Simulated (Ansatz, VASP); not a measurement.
Nb2P3 in VASP and in Ansatz

```
CELL_PARAMETERS angstrom
5.23007 0.00000 0.00000
-2.61504 4.52938 0.00000
0.00000 0.00000 4.08401
ATOMIC_POSITIONS crystal
Nb 0.66667 0.33333 0.50000
Nb 0.33333 0.66667 0.50000
P 0.50000 0.00000 0.00000
P 0.00000 0.50000 0.00000
P 0.50000 0.50000 0.00000
```

Alike in both runs: task relaxation of cell and atoms; functional PBE; k mesh 12 × 12 × 10; occupations gaussian, width 0.1 eV; no spin polarisation.

|  | VASP | Ansatz |
| --- | --- | --- |
| version | VASP 6.6.1 | Ansatz 0.2.0 |
| potentials or method | VASP PAW PBE potentials, release 64 (Nb_sv, P), cutoff 600 eV | scalar-relativistic, plane waves, PAW |
| valence electrons in the cell | 41 | 41 |

|  | VASP | Ansatz | Ansatz less VASP |
| --- | --- | --- | --- |
| gap on the k mesh at the Fermi level, each at its own relaxed structure (eV) | none | none | - |
| relaxed volume (Å³/atom) | 19.20 | 19.25 | +0.050 |
| relaxed cell length with the largest relative difference (Å) | 5.202 | 5.208 | +0.0068 |

A gap of «none» marks a metal or a gap that the smearing closes.
